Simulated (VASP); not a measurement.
# Sr8Ti8O23 (a cell with a defect) in VASP: single point with PBEsol

Aim: the single point of Sr8Ti8O23 (a cell with a defect) with PBEsol.

All numbers are computed with VASP 6.6.1; they aren't measurements. Logs are shortened: lines on timing, memory, paths and dates and some standing lists are left out, and cuts for length are marked.

### 1 The cell of the first run

The cell holds a defect, 39 atoms: a = 7.783 Å, b = 7.783 Å, c = 7.783 Å, α = 90.00°, β = 90.00°, γ = 90.00°.

### 2 Single point, PBEsol, collinear spin

File INCAR:

```
SYSTEM = Sr8Ti8O23
PREC = Accurate
ENCUT = 520
EDIFF = 1E-6
ISMEAR = -1
SIGMA = 0.05
LREAL = Auto
LASPH = .TRUE.
NELM = 150
ALGO = Normal
ISIF = 2
LWAVE = .FALSE.
LCHARG = .FALSE.
ISPIN = 2
MAGMOM = 0 0 0 0 0 0 0 0 0.5 0.5 0 0 0 0 0 0 0 0 0 0 0 0 0 0 0 0 0 0 0 0 0 0 0 0 0 0 0 0 0
LORBIT = 11
LMAXMIX = 4
GGA = PS
NELECT = 315.0
ISYM = 0
NBANDS = 186
```

File KPOINTS:

```
Automatic mesh
0
Gamma
  1 1 1
  0.25 0.25 0.25
```

File POSCAR:

```
Sr8Ti8O23
1.0
    7.7828210000      0.0000000000      0.0000000000
    0.0000000000      7.7828210000      0.0000000000
    0.0000000000      0.0000000000      7.7828210000
Sr Ti O
8 8 23
Direct
    0.9941690000      0.9969510000      0.9966250000
    0.9927030000      0.9939200000      0.4996950000
    0.9925740000      0.5060880000      0.9992810000
    0.9935420000      0.5053610000      0.4998700000
    0.5037750000      0.9954820000      0.9992980000
    0.4990380000      0.9984240000      0.5002440000
    0.5024200000      0.5037250000      0.0033960000
    0.5042860000      0.5061220000      0.4996840000
    0.2415920000      0.2459390000      0.2415560000
    0.2526560000      0.2578770000      0.7579310000
    0.2485330000      0.7462560000      0.2522540000
    0.2496380000      0.7588110000      0.7493110000
    0.7401250000      0.2493550000      0.2506670000
    0.7508540000      0.2506190000      0.7465480000
    0.7487520000      0.7510000000      0.2496930000
    0.7481320000      0.7502210000      0.7499510000
    0.2824870000      0.2312390000      0.9997030000
    0.2344650000      0.7597730000      0.0000880000
    0.2639950000      0.7365980000      0.5008240000
    0.7329720000      0.2591950000      0.9995940000
    0.7736600000      0.2418740000      0.4984750000
    0.7633690000      0.7419560000      0.9997190000
    0.7345340000      0.7601770000      0.4996780000
    0.0053680000      0.2666390000      0.2350890000
    0.0036430000      0.2341000000      0.7593130000
    0.9994670000      0.7342870000      0.2629120000
    0.9992640000      0.7642470000      0.7366970000
    0.5003160000      0.2354920000      0.2731640000
    0.4983130000      0.2662390000      0.7213660000
    0.4992010000      0.7658410000      0.2351590000
    0.4985600000      0.7331920000      0.7658320000
    0.2326920000      0.0028220000      0.2704950000
    0.2647910000      0.0001420000      0.7343810000
    0.2657400000      0.4969340000      0.2477690000
    0.2327200000      0.4950200000      0.7547380000
    0.7663680000      0.0010090000      0.2390080000
    0.7332670000      0.0002600000      0.7586300000
    0.7353290000      0.5002960000      0.2576450000
    0.7655360000      0.5001110000      0.7418330000
```

Potentials or basis: VASP PAW PBE potentials, release 64 (Sr_sv, Ti_sv, O).

Launch:

```sh
cat potpaw_PBE.64/Sr_sv/POTCAR potpaw_PBE.64/Ti_sv/POTCAR potpaw_PBE.64/O/POTCAR > POTCAR
mpirun -np 1 vasp_std > vasp.out
```

OUTCAR:

```text
SYSTEM = Sr8Ti8O23
   PREC = Accurate
   ENCUT = 520
   EDIFF = 1E-6
   ISMEAR = -1
   LREAL = Auto
   LASPH = .TRUE.
   NELM = 150
   ISIF = 2
   ISPIN = 2
   LORBIT = 11
   GGA = PS
   NELECT = 315.0
   ISYM = 0

 ion  position               nearest neighbor table
   1  0.994  0.997  0.997-  36 2.59  25 2.61  18 2.63  22 2.68  27 2.72  37 2.75  24 2.80  32 2.83
                            20 2.88  17 2.89  26 2.91  33 2.93  16 3.32  12 3.33   9 3.33  15 3.35
   2  0.993  0.994  0.500-  27 2.57  21 2.57  32 2.58  36 2.69  23 2.71  26 2.74  25 2.75  33 2.80
                            37 2.85  19 2.91  24 2.96  15 3.31  16 3.32  12 3.33  14 3.35  11 3.37
   3  0.993  0.506  0.999-  22 2.56  24 2.62  35 2.67  39 2.67  26 2.71  18 2.73  20 2.79  25 2.82
                            38 2.84  27 2.87  34 2.87  17 3.11  16 3.32  15 3.32  11 3.37  10 3.37
   4  0.994  0.505  0.500-  26 2.56  39 2.59  21 2.67  35 2.72  27 2.73  38 2.76  19 2.77  24 2.78
                            23 2.83  34 2.89  25 2.92  16 3.33  15 3.33  11 3.34  14 3.34  13 3.41
   5  0.504  0.995  0.999-  17 2.52  30 2.56  37 2.59  20 2.72  31 2.73  36 2.77  33 2.78  18 2.79
                            22 2.82  28 2.83  32 2.98  29 3.02  16 3.32  15 3.32  12 3.33  13 3.33
   6  0.499  0.998  0.500-  28 2.55  33 2.58  23 2.61  29 2.70  37 2.71  32 2.74  19 2.74  30 2.74
                            21 2.86  36 2.91  31 2.92  12 3.32  13 3.33  16 3.36  15 3.36  14 3.37
   7  0.502  0.504  0.003-  31 2.57  20 2.62  34 2.65  38 2.68  30 2.72  17 2.73  22 2.75  35 2.86
                            29 2.87  18 2.88  39 2.89  28 2.96  13 3.32  15 3.32  10 3.33  11 3.35
   8  0.504  0.506  0.500-  29 2.54  19 2.59  38 2.60  23 2.67  34 2.70  31 2.72  28 2.75  39 2.77
                            30 2.89  35 2.90  21 2.94  16 3.32  15 3.32  13 3.33  11 3.34  14 3.37
   9  0.242  0.246  0.242-  24 1.85  32 1.91  17 1.91  34 1.96  28 2.03   1 3.33   3 3.38   5 3.39
                             7 3.40   2 3.41   6 3.43   4 3.44   8 3.51
  10  0.253  0.258  0.758-  35 1.85  17 1.91  29 1.93  25 1.95  33 2.02   7 3.33   3 3.37   5 3.39
                             8 3.41   1 3.41   6 3.43   4 3.44   2 3.51
  11  0.249  0.746  0.252-  19 1.94  26 1.94  34 1.95  30 1.96  18 1.97  32 2.01   8 3.34   4 3.34
                             7 3.35   3 3.37   6 3.37   2 3.37   5 3.40   1 3.42
  12  0.250  0.759  0.749-  33 1.89  19 1.94  27 1.95  31 1.95  18 1.96  35 2.06   6 3.32   5 3.33
                             1 3.33   2 3.33   8 3.40   4 3.41   3 3.41   7 3.42
  13  0.740  0.249  0.251-  28 1.88  36 1.95  21 1.95  38 1.95  20 1.96  24 2.07   7 3.32   6 3.33
                             5 3.33   8 3.33   2 3.40   4 3.41   1 3.42   3 3.42
  14  0.751  0.251  0.747-  21 1.94  39 1.95  37 1.96  25 1.97  20 1.98  29 1.98   4 3.34   2 3.35
                             1 3.36   8 3.37   3 3.37   6 3.37   5 3.39   7 3.41
  15  0.749  0.751  0.250-  30 1.95  23 1.95  22 1.95  36 1.95  38 1.95  26 1.96   2 3.31   3 3.32
                             8 3.32   5 3.32   7 3.32   4 3.33   1 3.35   6 3.36
  16  0.748  0.750  0.750-  22 1.95  37 1.95  31 1.95  23 1.95  39 1.95  27 1.96   3 3.32   8 3.32
                             2 3.32   5 3.32   1 3.32   4 3.33   7 3.35   6 3.36
  17  0.282  0.231  1.000-  10 1.91   9 1.91   5 2.52   7 2.73   1 2.89   3 3.11
  18  0.234  0.760  0.000-  12 1.96  11 1.97   1 2.63   3 2.73   5 2.79   7 2.88
  19  0.264  0.737  0.501-  11 1.94  12 1.94   8 2.59   6 2.74   4 2.77   2 2.91
  20  0.733  0.259  1.000-  13 1.96  14 1.98   7 2.62   5 2.72   3 2.79   1 2.88
  21  0.774  0.242  0.498-  14 1.94  13 1.95   2 2.57   4 2.67   6 2.86   8 2.94
[... 16 lines left out ...]
  38  0.735  0.500  0.258-  13 1.95  15 1.95   8 2.60   7 2.68   4 2.76   3 2.84
  39  0.766  0.500  0.742-  14 1.95  16 1.95   4 2.59   3 2.67   8 2.77   7 2.89

IMPORTANT INFORMATION: All symmetrisations will be switched off!
NOSYMM: (Re-)initialisation of all symmetry stuff for point group C_1.

----------------------------------------------------------------------------------------

                                     Primitive cell

  volume of cell :     471.4234

  direct lattice vectors                    reciprocal lattice vectors
     7.782821000  0.000000000  0.000000000     0.128488115  0.000000000  0.000000000
     0.000000000  7.782821000  0.000000000     0.000000000  0.128488115  0.000000000
     0.000000000  0.000000000  7.782821000     0.000000000  0.000000000  0.128488115

  length of vectors
     7.782821000  7.782821000  7.782821000     0.128488115  0.128488115  0.128488115

  position of ions in fractional coordinates (direct lattice)
     0.994169000  0.996951000  0.996625000
     0.992703000  0.993920000  0.499695000
     0.992574000  0.506088000  0.999281000
     0.993542000  0.505361000  0.499870000
     0.503775000  0.995482000  0.999298000
     0.499038000  0.998424000  0.500244000
[... 31 lines left out ...]
     0.735329000  0.500296000  0.257645000
     0.765536000  0.500111000  0.741833000

  ion indices of the primitive-cell ions
   primitive index   ion index
                 1           1
                 2           2
                 3           3
                 4           4
                 5           5
                 6           6
[... 31 lines left out ...]
                38          38
                39          39

----------------------------------------------------------------------------------------

 KPOINTS: Automatic mesh
[... 53 lines left out ...]
   ISIF   =      2    stress and relaxation
   ISYM   =      0    0-nonsym 1-usesym 2-fastsym
   POTIM  = 0.5000    time-step for ionic-motion
   TEBEG  =    0.0;   TEEND  =   0.0 temperature during run
   PSTRESS=    0.0 pullay stress
   NELECT =     315.0000    total number of electrons
   NUPDOWN=      -1.0000    fix difference up-down
   EMIN   =  10.00;   EMAX   =-10.00  energy-range for DOS
   EFERMI =   0.00;   METHOD = LEGACY
   ISMEAR =    -1;   SIGMA  =   0.05  broadening in eV -4-tet -1-fermi 0-gaus
   EFERMI_NEDOS =   21; number of points for ismear=-14 and -15
   IALGO  =     38    algorithm
   IMIX   =      4    mixing-type and parameters
     AMIX     =   0.40;   BMIX     =  1.00
     AMIX_MAG =   1.60;   BMIX_MAG =  1.00
  volume/ion in A,a.u.               =      12.09        81.57
  Fermi-wavevector in a.u.,A,eV,Ry     =   1.431225  2.704623 27.870250  2.048406
  Thomas-Fermi vector in A             =   2.550985
   LORBIT       =     11    0 simple, 1 ext, 2 COOP (PROOUT), +10 PAW based schemes
   GGA     = PS    functional components
   LHFCALC =     F    Hartree Fock is set to
   AEXX    =    0.0000 exact exchange contribution
   IVDW    =     0    specifies the selected vdW correction
   LEPSILON=     F    determine dielectric tensor
   LRPA    =     F    only Hartree local field effects (RPA)
 spin polarized calculation
  energy-cutoff  :      520.00
  volume of cell :      471.42
 maximum number of plane-waves:     12704
 NGX is ok and might be reduce to    60
   NGX = 29   NGY = 29   NGZ = 29

 number of electron     315.0000057 magnetization      -0.0044417

 number of electron     315.0000057 magnetization       0.0044802

 Free energy of the ion-electron system (eV)
  ---------------------------------------------------
  ext. energy  EPLUGINS =         0.00000000
  ---------------------------------------------------
  free energy    TOTEN  =      -318.79069529 eV

  energy without entropy =     -318.64033281  energy(sigma->0) =     -318.71551405

 E-fermi :   6.6290     XC(G=0): -11.5257

 val. band max:        6.4783285074   @ k =  -0.2500  -0.2500   0.2500
 cond. band min:       6.6509858968   @ k =  -0.2500  -0.2500   0.2500
 fundamental gap:      0.1726573893
 Fermi energy:         6.6290344928

 spin component 1

 k-point     1 :       0.2500    0.2500    0.2500
  band No.  band energies     occupation
      1     -51.7721      1.00000
      2     -51.7661      1.00000
      3     -51.7637      1.00000
      4     -51.7586      1.00000
      5     -51.7258      1.00000
      6     -51.7165      1.00000
[... 677 lines left out ...]
    168       7.8065      0.00000
    169       7.8324      0.00000
 Fermi energy:         6.6290344928

 spin component 2

 k-point     1 :       0.2500    0.2500    0.2500
  band No.  band energies     occupation
      1     -51.7714      1.00000
      2     -51.7655      1.00000
      3     -51.7632      1.00000
      4     -51.7592      1.00000
      5     -51.7255      1.00000
      6     -51.7172      1.00000
[... 677 lines left out ...]
    168       7.8069      0.00000
    169       7.8329      0.00000
 [bands above 169 left out]

------------------------ aborting loop because EDIFF is reached ----------------------------------------

  FORCE on cell =-STRESS in cart. coord.  units (eV):
  Direction    XX          YY          ZZ          XY          YZ          ZX
  --------------------------------------------------------------------------------------
  -------------------------------------------------------------------------------------
  Total       13.1411422     14.1844901     13.0472835     -0.7071741     -1.4413610     -0.8834294
  in kB       44.6614244     48.2073417     44.3424368     -2.4033984     -4.8986026     -3.0024192
  external PRESSURE =      45.7370676 kB  Pullay stress =       0.0000000 kB

 VOLUME and BASIS-vectors are now :
 -----------------------------------------------------------------------------
  energy-cutoff  :      520.00
  volume of cell :      471.42
      direct lattice vectors                 reciprocal lattice vectors
     7.782821000  0.000000000  0.000000000     0.128488115  0.000000000  0.000000000
     0.000000000  7.782821000  0.000000000     0.000000000  0.128488115  0.000000000
     0.000000000  0.000000000  7.782821000     0.000000000  0.000000000  0.128488115

 POSITION                                       TOTAL-FORCE (eV/Angst)
 -----------------------------------------------------------------------------------
      7.73744      7.75909      7.75655         0.041456      0.025184      0.055719
      7.72603      7.73550      3.88904         0.054856      0.100960      0.010962
      7.72503      3.93879      7.77723         0.034534     -0.022479     -0.008863
      7.73256      3.93313      3.89040         0.052315     -0.044940      0.002786
      3.92079      7.74766      7.77736        -0.010644      0.023088     -0.002573
      3.88392      7.77056      3.89331        -0.014361      0.024744     -0.007180
[... 31 lines left out ...]
      5.72293      3.89371      2.00520        -0.011997      0.074484     -0.003955
      5.95803      3.89227      5.77355        -0.024958      0.021894     -0.012004
 -----------------------------------------------------------------------------------
    total drift:                                0.034274     -0.032666      0.014156

  FREE ENERGIE OF THE ION-ELECTRON SYSTEM (eV)
  ---------------------------------------------------
  free  energy   TOTEN  =      -318.7906952881 eV

  energy  without entropy=     -318.6403328055  energy(sigma->0) =     -318.71551405

 total charge

# of ion       s       p       d       tot
------------------------------------------
    1        2.000   5.766   0.227   7.993
    2        2.003   5.769   0.241   8.013
    3        2.001   5.766   0.228   7.995
    4        2.003   5.766   0.236   8.004
    5        2.002   5.769   0.235   8.006
    6        2.002   5.770   0.240   8.012
[... 31 lines left out ...]
   38        1.559   3.487   0.000   5.046
   39        1.560   3.488   0.000   5.048
--------------------------------------------------
tot         69.752 176.718  16.706 263.176

 magnetization (x)

# of ion       s       p       d       tot
------------------------------------------
    1        0.000  -0.000  -0.000  -0.000
    2        0.000   0.000   0.000   0.000
    3        0.000  -0.000  -0.000  -0.000
    4        0.000   0.000   0.000   0.000
    5        0.000  -0.000  -0.000  -0.000
    6        0.000   0.000   0.000   0.000
[... 31 lines left out ...]
   38        0.000   0.000   0.000   0.000
   39        0.000   0.000   0.000   0.000
--------------------------------------------------
tot          0.000   0.001   0.001   0.002
```

Wall time 62 min (1 thread of Oxide Virtual Turin-like, shared host); peak memory 0.91 GiB.

Results:

```
Free energy                                           : -318.7907 eV
Largest force                                         : 0.402 eV/Å
Net moment                                            : 0.00 μB per cell
Valence electrons inside the program's atomic spheres : Sr 7.99, 8.01, 8.00, 8.02 (each value once); Ti 10.42, 10.37, 10.40 (each value once); O 5.05, 5.03, 5.04 (each value once)
```

Forces in eV/Å, atoms in the order of the input:
```
Sr   0.041  0.025  0.056
Sr   0.055  0.101  0.011
Sr   0.035 -0.022 -0.009
Sr   0.052 -0.045  0.003
Sr  -0.011  0.023 -0.003
Sr  -0.014  0.025 -0.007
Sr  -0.045 -0.042 -0.045
Sr  -0.109 -0.042 -0.034
Ti   0.307  0.175  0.136
Ti  -0.237 -0.290 -0.147
Ti   0.003  0.166 -0.033
Ti  -0.055 -0.228 -0.009
Ti   0.193  0.059  0.010
Ti  -0.181 -0.003  0.044
Ti   0.024 -0.003 -0.003
Ti   0.003 -0.003 -0.004
O   -0.006  0.045  0.000
O    0.000 -0.017  0.087
O    0.021  0.020 -0.015
O    0.026  0.003 -0.137
O   -0.023 -0.019  0.022
O   -0.006  0.007  0.000
O    0.042 -0.049  0.008
O   -0.258  0.002  0.052
O    0.083 -0.007  0.091
O   -0.041  0.020  0.013
O   -0.075  0.015  0.007
O   -0.093 -0.023  0.029
O    0.185 -0.013  0.046
O    0.006 -0.025  0.010
O    0.083  0.023 -0.023
O    0.006 -0.191 -0.025
O    0.006  0.125 -0.021
O   -0.005 -0.040 -0.079
O    0.006  0.219 -0.039
O   -0.019 -0.086  0.030
O    0.042 -0.001 -0.004
O   -0.012  0.074 -0.004
O   -0.025  0.022 -0.012
```

Caveat: the cell carries a net charge on a neutralising background, which shifts energy and pressure; the cell is charged against a uniform background, so pressure and absolute levels hang on convention; the PAW data sets were made with another functional, which shifts forces and pressure a little.
